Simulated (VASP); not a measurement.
A run of VASP 6.6.1 is set up as follows.

Contents of INCAR:

```
SYSTEM = ZnSe
ALGO     = Normal         ! electronic algorithm
EDIFF    = 1E-6           ! SCF threshold, eV
ENCUT    = 520            ! plane-wave cutoff, eV
GGA      = PS             ! functional
ISIF     = 2              ! what is computed and relaxed
ISMEAR   = 0              ! smearing method
LASPH    = .True.         ! aspherical terms in the spheres
LCHARG   = .False.        ! write CHGCAR
LREAL    = .False.        ! projectors in reciprocal space
LWAVE    = .False.        ! write WAVECAR
NBANDS   = 16             ! bands
NELM     = 60             ! most SCF steps
PREC     = Accurate       ! precision mode
SIGMA    = 0.01           ! smearing width, eV
```

KPOINTS

```
k-points
0
Gamma
  8 8 8
  0 0 0
```

The input POSCAR:

```
ZnSe
1.0
    2.7884265971      2.7884265971      0.0000000000
   -2.7884265971      2.7884265971      0.0000000000
    0.0000000000      2.7884265971      2.8502010060
Zn Se
1 1
Direct
    0.0000000000      0.0000000000      0.0000000000
    0.7500000000      0.2500000000      0.5000000000
```

Potentials or basis: VASP PAW PBE potentials, release 64 (Zn, Se).

Run with:

```console
$ cat potpaw_PBE.64/Zn/POTCAR potpaw_PBE.64/Se/POTCAR > POTCAR
$ mpirun -np 1 vasp_std > vasp.out
```

(1) Estimate the pressure.

(2) Estimate the band gap on the k mesh.

## Answers

(1) 0.8 GPa.

(2) 1.25 eV.

Caveat: the cell differs from its parent crystal (in-plane strain -0.01, then relaxed in part); the PAW data sets were made with another functional, which shifts forces and pressure a little.
